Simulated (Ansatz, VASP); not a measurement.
One calculation of ZrC, two programs

The input POSCAR:

```
ZrC
1.0
    3.4688325891      0.0000000000      0.0000000000
   -1.7344162945      3.0040977856      0.0000000000
    0.0000000000      0.0000000000      5.4107144630
Zr C
2 2
Direct
    0.3333333333      0.6666666667      0.2500000000
    0.6666666667      0.3333333333      0.7500000000
    0.0000000000      0.0000000000      0.0000000000
    0.0000000000      0.0000000000      0.5000000000
```

File INCAR.step1:

```
PREC = Accurate
ENCUT = 520
ISMEAR = 1
SIGMA = 0.1
LREAL = F
LASPH = T
NELM = 100
NBANDS = 24
GGA = PE
ALGO = Normal
EDIFF = 1E-4
LWAVE = T
LCHARG = F
```

INCAR.step2

```
PREC = Accurate
ENCUT = 520
EDIFF = 1E-6
ISMEAR = 1
SIGMA = 0.1
LREAL = F
LASPH = T
NELM = 100
ALGO = Normal
ISIF = 2
LWAVE = F
LCHARG = T
METAGGA = R2SCAN
LMIXTAU = T
LELF = T
LVHAR = T
NBANDS = 24
ISTART = 1
```

File KPOINTS:

```
Automatic mesh
0
Gamma
  8 8 5
```

Input for Ansatz:

```yaml
crystal:
  lattice:
    - [3.4688325890629184, 0.0, 0.0]
    - [-1.7344162945314592, 3.004097785595311, 0.0]
    - [0.0, 0.0, 5.410714463045016]
  atoms:
    - { symbol: Zr, position: [0.3333333333333333, 0.6666666666666666, 0.25] }
    - { symbol: Zr, position: [0.6666666666666666, 0.3333333333333333, 0.75] }
    - { symbol: C, position: [0.0, 0.0, 0.0] }
    - { symbol: C, position: [0.0, 0.0, 0.5] }
basis:
  ecutwfc: 530.622031796766
kpoints:
  mp_grid:
    grid: [8, 8, 5]
hamiltonian:
  xc: r2scan
scf:
  occupations:
    method: cold
output:
  stress: true
```

Alike in both runs: task single point; functional r2SCAN; k mesh 8 × 8 × 5; no spin polarisation.

|  | VASP | Ansatz |
| --- | --- | --- |
| version | VASP 6.6.1 | Ansatz 0.2.0 |
| potentials or method | VASP PAW PBE potentials, release 64 (Zr_sv, C), cutoff 520 eV | plane waves, PAW |
| occupations | methfessel-paxton of order 1, width 0.1 eV | cold |
| valence electrons in the cell | 32 | 32 |

Ansatz gave:

```
pressure (GPa)                                                : -15.0
traceless stress, the component that is largest in VASP (GPa) : 3.69
```

Question: Which values does VASP return?

Answer: Pressure (GPa): -14.9; traceless stress, the component that is largest in VASP (GPa): 3.59.

VASP's potentials were made for PBE, not for r2SCAN.
